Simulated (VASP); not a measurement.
# Ru (P6_3/mmc) in VASP: further runs

The runs below take Ru through single point, with r2SCAN.

Program: VASP 6.6.1. These are calculated values, not measurements. Logs are shortened: lines on timing, memory, paths and dates and some standing lists are left out, and cuts for length are marked.

## 1. The cell of the first run

It takes space group P6_3/mmc (No. 194, hexagonal). Conventional cell: a = 2.706 Å, b = 2.706 Å, c = 4.258 Å, α = 90.00°, β = 90.00°, γ = 120.00°. Ru (site symmetry -6m2) has 12 Ru at 2.64 to 2.71 Å within 3.5 Å.

## 2. Single point, r2SCAN

The input, POSCAR:

```
Ru
1.0
    2.7059477279      0.0000000000      0.0000000000
   -1.3529738639      2.3434194737      0.0000000000
    0.0000000000      0.0000000000      4.2579056513
Ru
2
Direct
    0.3333333333      0.6666666667      0.2500000000
    0.6666666667      0.3333333333      0.7500000000
```

The input, INCAR.step1:

```
  PREC = Accurate
  ENCUT = 520
  ISMEAR = -1
  SIGMA = 0.2
  LREAL = False
  LASPH = True
  NELM = 80
  NBANDS = 21
  GGA = PE
  ALGO = Normal
  EDIFF = 1E-4
  LWAVE = True
  LCHARG = False
```

The input, INCAR.step2:

```
  PREC = Accurate
  ENCUT = 520
  EDIFF = 1E-6
  ISMEAR = -1
  SIGMA = 0.2
  LREAL = False
  LASPH = True
  NELM = 80
  ALGO = Normal
  ISIF = 2
  LWAVE = False
  LCHARG = False
  METAGGA = R2SCAN
  LMIXTAU = True
  NBANDS = 21
  ISTART = 1
```

The input, KPOINTS:

```
regular mesh
0
Gamma
  13 13 8
```

Potentials or basis: VASP PAW PBE potentials, release 64 (Ru_pv).

The run is started by

```
cat potpaw_PBE.64/Ru_pv/POTCAR > POTCAR
cp INCAR.step1 INCAR
mpirun -np 1 vasp_std > vasp.out
cp INCAR.step2 INCAR
mpirun -np 1 vasp_std > vasp.out
```

OUTCAR:

```text
PREC = Accurate
   ENCUT = 520
   EDIFF = 1E-6
   ISMEAR = -1
   LREAL = False
   LASPH = True
   NELM = 80
   ISIF = 2
   METAGGA = R2SCAN
   ISTART = 1

 ion  position               nearest neighbor table
   1  0.333  0.667  0.250-   2 2.64   2 2.64   2 2.64   2 2.64   2 2.64   2 2.64
   2  0.667  0.333  0.750-   1 2.64   1 2.64   1 2.64   1 2.64   1 2.64   1 2.64

  LATTYP: Found a hexagonal cell.
 ALAT       =     2.7059477279
 C/A-ratio  =     1.5735358105

  Lattice vectors:

 A1 = (   2.7059477279,   0.0000000000,   0.0000000000)
 A2 = (  -1.3529738639,   2.3434194737,   0.0000000000)
 A3 = (   0.0000000000,   0.0000000000,   4.2579056513)

Analysis of symmetry for initial positions (statically):
=====================================================================
 Subroutine PRICEL returns:
 Original cell was already a primitive cell.

 Routine SETGRP: Setting up the symmetry group for a
 hexagonal supercell.

 Subroutine GETGRP returns: Found 24 space group operations
 (whereof 12 operations were pure point group operations)
 out of a pool of 24 trial point group operations.

The static configuration has the point symmetry D_3d.
 The point group associated with its full space group is D_6h.

Analysis of symmetry for dynamics (positions and initial velocities):
=====================================================================
 Subroutine PRICEL returns:
 Original cell was already a primitive cell.

 Routine SETGRP: Setting up the symmetry group for a
 hexagonal supercell.

 Subroutine GETGRP returns: Found 24 space group operations
 (whereof 12 operations were pure point group operations)
 out of a pool of 24 trial point group operations.

The dynamic configuration has the point symmetry D_3d.
 The point group associated with its full space group is D_6h.

 Subroutine INISYM returns: Found 24 space group operations
 (whereof 12 operations are pure point group operations),
 and found     1 'primitive' translations

----------------------------------------------------------------------------------------

                                     Primitive cell
[... 75 lines left out ...]
   total plane-waves  NPLWV =  12800
   dimension x,y,z NGX =    20 NGY =   20 NGZ =   32
   dimension x,y,z NGXF=    40 NGYF=   40 NGZF=   64
   ions per type =               2
   NGX,Y,Z   is equivalent  to a cutoff of  12.29, 12.29, 12.49 a.u.
   NGXF,Y,Z  is equivalent  to a cutoff of  24.57, 24.57, 24.99 a.u.
 SYSTEM =  unknown system
   PREC   = accura    normal or accurate (medium, high low for compatibility)
   ISTART =      1    job   : 0-new  1-cont  2-samecut
   ICHARG =      0    charge: 1-file 2-atom 10-const
   ISPIN  =      1    spin polarized calculation?
   LNONCOLLINEAR =      F non collinear calculations
   LSORBIT =      F    spin-orbit coupling
   LASPH  =      T    aspherical Exc in radial PAW
   ENCUT  =  520.0 eV  38.22 Ry    6.18 a.u.   5.03  5.03  7.92*2*pi/ulx,y,z
   NELM   =     80;   NELMIN=  2; NELMDL=  0     # of ELM steps
   EDIFF  = 0.1E-05   stopping-criterion for ELM
   LREAL  =      F    real-space projection
   EDIFFG = 0.1E-04   stopping-criterion for IOM
   NSW    =      0    number of steps for IOM
   IBRION =     -1    ionic relax: 0-MD 1-quasi-New 2-CG
   NFREE  =      0    steps in history (QN), initial steepest desc. (CG)
   ISIF   =      2    stress and relaxation
   ISYM   =      2    0-nonsym 1-usesym 2-fastsym
   POTIM  = 0.5000    time-step for ionic-motion
   TEBEG  =    0.0;   TEEND  =   0.0 temperature during run
   PSTRESS=    0.0 pullay stress
   NELECT =      28.0000    total number of electrons
   NUPDOWN=      -1.0000    fix difference up-down
   EMIN   =  10.00;   EMAX   =-10.00  energy-range for DOS
   EFERMI =   0.00;   METHOD = LEGACY
   ISMEAR =    -1;   SIGMA  =   0.20  broadening in eV -4-tet -1-fermi 0-gaus
   EFERMI_NEDOS =   21; number of points for ismear=-14 and -15
   IALGO  =     38    algorithm
   IMIX   =      4    mixing-type and parameters
     AMIX     =   0.40;   BMIX     =  1.00
     AMIX_MAG =   1.60;   BMIX_MAG =  1.00
  volume/ion in A,a.u.               =      13.50        91.10
  Fermi-wavevector in a.u.,A,eV,Ry     =   1.657063  3.131395 37.359663  2.745858
  Thomas-Fermi vector in A             =   2.744880
   LORBIT       =      0    0 simple, 1 ext, 2 COOP (PROOUT), +10 PAW based schemes
   METAGGA = R2SCAN    functional components
   LHFCALC =     F    Hartree Fock is set to
   AEXX    =    0.0000 exact exchange contribution
   IVDW    =     0    specifies the selected vdW correction
   LEPSILON=     F    determine dielectric tensor
   LRPA    =     F    only Hartree local field effects (RPA)
 non-spin polarized calculation
  energy-cutoff  :      520.00
  volume of cell :       27.00
 maximum number of plane-waves:       743
 NGX is ok and might be reduce to    20
   NGX =  9   NGY =  9   NGZ = 15

 number of electron      28.0000003 magnetization

 Free energy of the ion-electron system (eV)
  ---------------------------------------------------
  ext. energy  EPLUGINS =         0.00000000
  ---------------------------------------------------
  free energy    TOTEN  =       -50.96002588 eV

  energy without entropy =      -50.74228639  energy(sigma->0) =      -50.85115613

 E-fermi :  12.8586     XC(G=0): -15.4457

 val. band max:       12.8278939695   @ k =   0.4615   0.0769   0.2500
 cond. band min:      12.8784160396   @ k =   0.0769   0.0000   0.3750
 fundamental gap:      0.0505220701
 Fermi energy:        12.8586391740

 k-point     1 :       0.0000    0.0000    0.0000
  band No.  band energies     occupation
      1     -32.2774      2.00000
      2     -31.2506      2.00000
      3     -31.2506      2.00000
      4     -31.0588      2.00000
      5     -31.0588      2.00000
      6     -31.0058      2.00000
[... 565 lines left out ...]
     20      21.2535      0.00000
     21      24.5706      0.00000

 [... further k-points ...]
[... 5 lines left out ...]
  --------------------------------------------------------------------------------------
  -------------------------------------------------------------------------------------
  Total        0.3262514      0.3262514      0.5137016      0.0000000     -0.0000000     -0.0000000
  in kB       19.3596499     19.3596499     30.4828851      0.0000000     -0.0000000     -0.0000000
  external PRESSURE =      23.0673950 kB  Pullay stress =       0.0000000 kB

 VOLUME and BASIS-vectors are now :
 -----------------------------------------------------------------------------
  energy-cutoff  :      520.00
  volume of cell :       27.00
      direct lattice vectors                 reciprocal lattice vectors
     2.705947728  0.000000000  0.000000000     0.369556289  0.213363423  0.000000000
    -1.352973864  2.343419474  0.000000000     0.000000000  0.426726846  0.000000000
     0.000000000  0.000000000  4.257905651     0.000000000  0.000000000  0.234857247

 POSITION                                       TOTAL-FORCE (eV/Angst)
 -----------------------------------------------------------------------------------
     -0.00000      1.56228      1.06448         0.000000     -0.000000      0.000000
      1.35297      0.78114      3.19343        -0.000000      0.000000      0.000000
 -----------------------------------------------------------------------------------
    total drift:                               -0.000000      0.000000     -0.000000

  FREE ENERGIE OF THE ION-ELECTRON SYSTEM (eV)
  ---------------------------------------------------
  free  energy   TOTEN  =       -50.9600258773 eV

  energy  without entropy=      -50.7422863864  energy(sigma->0) =      -50.85115613
```

OUTCAR.step1:

```text
PREC = Accurate
   ENCUT = 520
   ISMEAR = -1
   LREAL = False
   LASPH = True
[... 800 lines left out ...]
     -0.00000      1.56228      1.06448        -0.000000     -0.000000      0.000000
      1.35297      0.78114      3.19343         0.000000      0.000000      0.000000
 -----------------------------------------------------------------------------------
    total drift:                               -0.000000      0.000000     -0.000000

  FREE ENERGIE OF THE ION-ELECTRON SYSTEM (eV)
  ---------------------------------------------------
  free  energy   TOTEN  =       -18.5665415454 eV

  energy  without entropy=      -18.3379849669  energy(sigma->0) =      -18.45226326
```

It took 3.4 min on 1 thread of AMD EPYC 7R43 (Zen 3), shared host; peak memory 0.14 GiB.

Results:

| Item | Value |
| --- | --- |
| Free energy | -50.9600 eV |
| Pressure | 2.3 GPa |
| Band gap on the k mesh | zero (band 14 reaches 14.43 eV, above the bottom of band 15 at 11.18 eV) |

Levels at points of the mesh, in eV from the Fermi level:
```
           k point  band 11  band 12  band 13  band 14  band 15  band 16  band 17  band 18
(0.00, 0.00, 0.00)    -2.51    -2.03    -2.03    -1.54    -1.54     1.22     1.22     1.40
(0.00, 0.00, 0.50)    -2.95    -2.95    -2.84    -2.84     0.55     0.55     0.55     0.55
```

Caveat: the PAW data sets were made with another functional, which shifts forces and pressure a little.

## 3. Single point, r2SCAN

POSCAR is that of step 2.

INCAR.step1: that of step 2 with these lines changed.

```diff
@@ -3,3 +3,3 @@
   ISMEAR = -1
-  SIGMA = 0.2
+  SIGMA = 0.3
   LREAL = False
```

INCAR.step2: that of step 2 with these lines changed.

```diff
@@ -4,3 +4,3 @@
   ISMEAR = -1
-  SIGMA = 0.2
+  SIGMA = 0.3
   LREAL = False
```

The input, KPOINTS:

```
Automatic mesh
0
Gamma
  13 13 8
```

Potentials or basis: VASP PAW PBE potentials, release 64 (Ru_pv).

The run is started by

```
cat potpaw_PBE.64/Ru_pv/POTCAR > POTCAR
cp INCAR.step1 INCAR
mpirun -np 1 vasp_std > vasp.out
cp INCAR.step2 INCAR
mpirun -np 1 vasp_std > vasp.out
```

OUTCAR:

```text
PREC = Accurate
   ENCUT = 520
   EDIFF = 1E-6
   ISMEAR = -1
   LREAL = False
   LASPH = True
   NELM = 80
   ISIF = 2
   METAGGA = R2SCAN
   ISTART = 1

 ion  position               nearest neighbor table
   1  0.333  0.667  0.250-   2 2.64   2 2.64   2 2.64   2 2.64   2 2.64   2 2.64
   2  0.667  0.333  0.750-   1 2.64   1 2.64   1 2.64   1 2.64   1 2.64   1 2.64

  LATTYP: Found a hexagonal cell.
 ALAT       =     2.7059477279
 C/A-ratio  =     1.5735358105

  Lattice vectors:

 A1 = (   2.7059477279,   0.0000000000,   0.0000000000)
 A2 = (  -1.3529738639,   2.3434194737,   0.0000000000)
 A3 = (   0.0000000000,   0.0000000000,   4.2579056513)

Analysis of symmetry for initial positions (statically):
=====================================================================
 Subroutine PRICEL returns:
 Original cell was already a primitive cell.

 Routine SETGRP: Setting up the symmetry group for a
 hexagonal supercell.

 Subroutine GETGRP returns: Found 24 space group operations
 (whereof 12 operations were pure point group operations)
 out of a pool of 24 trial point group operations.

The static configuration has the point symmetry D_3d.
 The point group associated with its full space group is D_6h.

Analysis of symmetry for dynamics (positions and initial velocities):
=====================================================================
 Subroutine PRICEL returns:
 Original cell was already a primitive cell.

 Routine SETGRP: Setting up the symmetry group for a
 hexagonal supercell.

 Subroutine GETGRP returns: Found 24 space group operations
 (whereof 12 operations were pure point group operations)
 out of a pool of 24 trial point group operations.

The dynamic configuration has the point symmetry D_3d.
 The point group associated with its full space group is D_6h.

 Subroutine INISYM returns: Found 24 space group operations
 (whereof 12 operations are pure point group operations),
 and found     1 'primitive' translations

----------------------------------------------------------------------------------------

                                     Primitive cell

  volume of cell :      27.0001

  direct lattice vectors                    reciprocal lattice vectors
     2.705947728  0.000000000  0.000000000     0.369556289  0.213363423  0.000000000
    -1.352973864  2.343419474  0.000000000     0.000000000  0.426726846  0.000000000
     0.000000000  0.000000000  4.257905651     0.000000000  0.000000000  0.234857247

  length of vectors
     2.705947728  2.705947728  4.257905651     0.426726846  0.426726846  0.234857247

  position of ions in fractional coordinates (direct lattice)
     0.333333333  0.666666667  0.250000000
     0.666666667  0.333333333  0.750000000

  ion indices of the primitive-cell ions
   primitive index   ion index
                 1           1
                 2           2

----------------------------------------------------------------------------------------

 KPOINTS: Automatic mesh

Automatic generation of k-mesh.
 Grid dimensions read from file:
 generate k-points for:   13   13    8

 Generating k-lattice:

  Cartesian coordinates                     Fractional coordinates (reciprocal lattice)
     0.028427407  0.016412571  0.000000000     0.076923077  0.000000000  0.000000000
     0.000000000  0.032825142  0.000000000     0.000000000  0.076923077  0.000000000
     0.000000000  0.000000000  0.029357156     0.000000000  0.000000000  0.125000000

  Length of vectors
     0.032825142  0.032825142  0.029357156

  Shift w.r.t. Gamma in fractional coordinates (k-lattice)
     0.000000000  0.000000000  0.000000000

 Subroutine IBZKPT returns following result:
 ===========================================

 Found    105 irreducible k-points:

 Following reciprocal coordinates:
            Coordinates               Weight
  0.000000  0.000000  0.000000      1.000000
  0.076923  0.000000  0.000000      6.000000
  0.153846  0.000000  0.000000      6.000000
  0.230769 -0.000000  0.000000      6.000000
  0.307692  0.000000  0.000000      6.000000
  0.384615  0.000000  0.000000      6.000000
[... 16 lines left out ...]
  0.076923  0.000000  0.125000     12.000000
  0.153846  0.000000  0.125000     12.000000
 [... further k-points ...]
   k-points           NKPTS =    105   k-points in BZ     NKDIM =    105   number of bands    NBANDS=     21
   number of dos      NEDOS =    301   number of ions     NIONS =      2
   total plane-waves  NPLWV =  12800
   dimension x,y,z NGX =    20 NGY =   20 NGZ =   32
   dimension x,y,z NGXF=    40 NGYF=   40 NGZF=   64
   ions per type =               2
   NGX,Y,Z   is equivalent  to a cutoff of  12.29, 12.29, 12.49 a.u.
   NGXF,Y,Z  is equivalent  to a cutoff of  24.57, 24.57, 24.99 a.u.
 SYSTEM =  unknown system
   PREC   = accura    normal or accurate (medium, high low for compatibility)
   ISTART =      1    job   : 0-new  1-cont  2-samecut
   ICHARG =      0    charge: 1-file 2-atom 10-const
   ISPIN  =      1    spin polarized calculation?
   LNONCOLLINEAR =      F non collinear calculations
   LSORBIT =      F    spin-orbit coupling
   LASPH  =      T    aspherical Exc in radial PAW
   ENCUT  =  520.0 eV  38.22 Ry    6.18 a.u.   5.03  5.03  7.92*2*pi/ulx,y,z
   NELM   =     80;   NELMIN=  2; NELMDL=  0     # of ELM steps
   EDIFF  = 0.1E-05   stopping-criterion for ELM
   LREAL  =      F    real-space projection
   EDIFFG = 0.1E-04   stopping-criterion for IOM
   NSW    =      0    number of steps for IOM
   IBRION =     -1    ionic relax: 0-MD 1-quasi-New 2-CG
   NFREE  =      0    steps in history (QN), initial steepest desc. (CG)
   ISIF   =      2    stress and relaxation
   ISYM   =      2    0-nonsym 1-usesym 2-fastsym
   POTIM  = 0.5000    time-step for ionic-motion
   TEBEG  =    0.0;   TEEND  =   0.0 temperature during run
   PSTRESS=    0.0 pullay stress
   NELECT =      28.0000    total number of electrons
   NUPDOWN=      -1.0000    fix difference up-down
   EMIN   =  10.00;   EMAX   =-10.00  energy-range for DOS
   EFERMI =   0.00;   METHOD = LEGACY
   ISMEAR =    -1;   SIGMA  =   0.30  broadening in eV -4-tet -1-fermi 0-gaus
   EFERMI_NEDOS =   21; number of points for ismear=-14 and -15
   IALGO  =     38    algorithm
   IMIX   =      4    mixing-type and parameters
     AMIX     =   0.40;   BMIX     =  1.00
     AMIX_MAG =   1.60;   BMIX_MAG =  1.00
  volume/ion in A,a.u.               =      13.50        91.10
  Fermi-wavevector in a.u.,A,eV,Ry     =   1.657063  3.131395 37.359663  2.745858
  Thomas-Fermi vector in A             =   2.744880
   LORBIT       =      0    0 simple, 1 ext, 2 COOP (PROOUT), +10 PAW based schemes
   METAGGA = R2SCAN    functional components
   LHFCALC =     F    Hartree Fock is set to
   AEXX    =    0.0000 exact exchange contribution
   IVDW    =     0    specifies the selected vdW correction
   LEPSILON=     F    determine dielectric tensor
   LRPA    =     F    only Hartree local field effects (RPA)
 non-spin polarized calculation
  energy-cutoff  :      520.00
  volume of cell :       27.00
 maximum number of plane-waves:       743
 NGX is ok and might be reduce to    20
   NGX =  9   NGY =  9   NGZ = 15

 number of electron      28.0000003 magnetization

 Free energy of the ion-electron system (eV)
  ---------------------------------------------------
  ext. energy  EPLUGINS =         0.00000000
  ---------------------------------------------------
  free energy    TOTEN  =       -51.10125323 eV

  energy without entropy =      -50.57579155  energy(sigma->0) =      -50.83852239

 E-fermi :  12.8583     XC(G=0): -15.4417

 val. band max:       12.8358352001   @ k =   0.4615   0.0769   0.2500
 cond. band min:      12.8896084816   @ k =   0.0769   0.0000   0.3750
 fundamental gap:      0.0537732815
 Fermi energy:        12.8582683479

 k-point     1 :       0.0000    0.0000    0.0000
  band No.  band energies     occupation
      1     -32.2615      2.00000
      2     -31.2333      2.00000
      3     -31.2333      2.00000
      4     -31.0415      2.00000
      5     -31.0415      2.00000
      6     -30.9890      2.00000
[... 13 lines left out ...]
     20      21.2803      0.00000
     21      23.8276      0.00000

 k-point     2 :       0.0769    0.0000    0.0000
  band No.  band energies     occupation
      1     -32.2392      2.00000
      2     -31.2796      2.00000
      3     -31.2491      2.00000
      4     -31.0900      2.00000
      5     -31.0476      2.00000
      6     -30.9996      2.00000
[... 520 lines left out ...]
 k-point    24 :       0.1538    0.0000    0.1250
  band No.  band energies     occupation
      1     -32.1393      2.00000
      2     -31.3958      2.00000
      3     -31.2830      2.00000
      4     -31.2547      2.00000
      5     -31.0743      2.00000
      6     -31.0504      2.00000
[... 13 lines left out ...]
     20      21.2803      0.00000
     21      24.5770      0.00000

 [... further k-points ...]
[... 5 lines left out ...]
  --------------------------------------------------------------------------------------
  -------------------------------------------------------------------------------------
  Total        0.5285057      0.5285057      0.8587686      0.0000000     -0.0000000     -0.0000000
  in kB       31.3613506     31.3613506     50.9590407      0.0000000     -0.0000000     -0.0000000
  external PRESSURE =      37.8939140 kB  Pullay stress =       0.0000000 kB

 VOLUME and BASIS-vectors are now :
 -----------------------------------------------------------------------------
  energy-cutoff  :      520.00
  volume of cell :       27.00
      direct lattice vectors                 reciprocal lattice vectors
     2.705947728  0.000000000  0.000000000     0.369556289  0.213363423  0.000000000
    -1.352973864  2.343419474  0.000000000     0.000000000  0.426726846  0.000000000
     0.000000000  0.000000000  4.257905651     0.000000000  0.000000000  0.234857247

 POSITION                                       TOTAL-FORCE (eV/Angst)
 -----------------------------------------------------------------------------------
     -0.00000      1.56228      1.06448         0.000000      0.000000      0.000000
      1.35297      0.78114      3.19343        -0.000000      0.000000      0.000000
 -----------------------------------------------------------------------------------
    total drift:                               -0.000000      0.000000     -0.000000

  FREE ENERGIE OF THE ION-ELECTRON SYSTEM (eV)
  ---------------------------------------------------
  free  energy   TOTEN  =       -51.1012532271 eV

  energy  without entropy=      -50.5757915482  energy(sigma->0) =      -50.83852239
```

It took 3.2 min on 1 thread of AMD EPYC 7R43 (Zen 3), shared host; peak memory 0.14 GiB.

Results:

```
Free energy            : -51.1013 eV
Pressure               : 3.8 GPa
Band gap on the k mesh : zero (band 14 reaches 14.45 eV, above the bottom of band 15 at 11.19 eV)
```

Caveat: the PAW data sets were made with another functional, which shifts forces and pressure a little.
